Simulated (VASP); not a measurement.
Here is a VASP 6.6.1 calculation.

INCAR

```
SYSTEM = WSe2
PREC = Accurate ; ENCUT = 500
EDIFF = 1E-6 ; ISMEAR = 0
SIGMA = 0.05 ; LREAL = .FALSE.
LASPH = .TRUE. ; NELM = 200
ALGO = Normal ; ISIF = 2
LWAVE = .FALSE. ; LCHARG = .FALSE.
ISPIN = 2 ; MAGMOM = 0.05 -0.05 0 0 0 0
LORBIT = 11 ; LMAXMIX = 4
GGA = PE ; NBANDS = 39
GGA_COMPAT = .FALSE.
```

File KPOINTS:

```
regular mesh
0
G
  8 8 2
  0 0 0
```

POSCAR

```
WSe2
1.0
    3.2888832917      0.0000000000      0.0000000000
   -1.6444416458      2.8482564807      0.0000000000
    0.0000000000      0.0000000000     12.9788012612
W Se
2 4
Direct
    0.3333333333      0.6666666667      0.2500000000
    0.6666666667      0.3333333333      0.7500000000
    0.3333333333      0.6666666667      0.6203128552
    0.6666666667      0.3333333333      0.1203128549
    0.3333333333      0.6666666667      0.8796871448
    0.6666666667      0.3333333333      0.3796871451
```

Potentials or basis: VASP PAW PBE potentials, release 64 (W_sv, Se).

Launch:

```console
$ cat potpaw_PBE.64/W_sv/POTCAR potpaw_PBE.64/Se/POTCAR > POTCAR
$ mpirun -np 1 vasp_std > vasp.out
```

Problem. Estimate the pressure.

Solution. 3.2 GPa.

Problem. What does it give for the net moment?

Solution. 0.00 μB per cell.

Problem. What does it give for the largest force?

Solution. 0.043 eV/Å.

Problem. What does it give for the band gap on the k mesh?

Solution. 1.08 eV (least direct gap 1.89 eV).

Forces on the atoms (eV/Å):
```
W    0.000  0.000  0.000
W    0.000  0.000  0.000
Se   0.000  0.000 -0.043
Se   0.000  0.000 -0.043
Se   0.000  0.000  0.043
Se   0.000  0.000  0.043
```

Caveat: the cell stands under pressure; spin-orbit coupling is left out, which moves the levels of the heavy elements; this functional lacks dispersion, which binds layers or chains, so the pressure and a relaxed spacing across them are unreliable. A k mesh can miss the band edges.
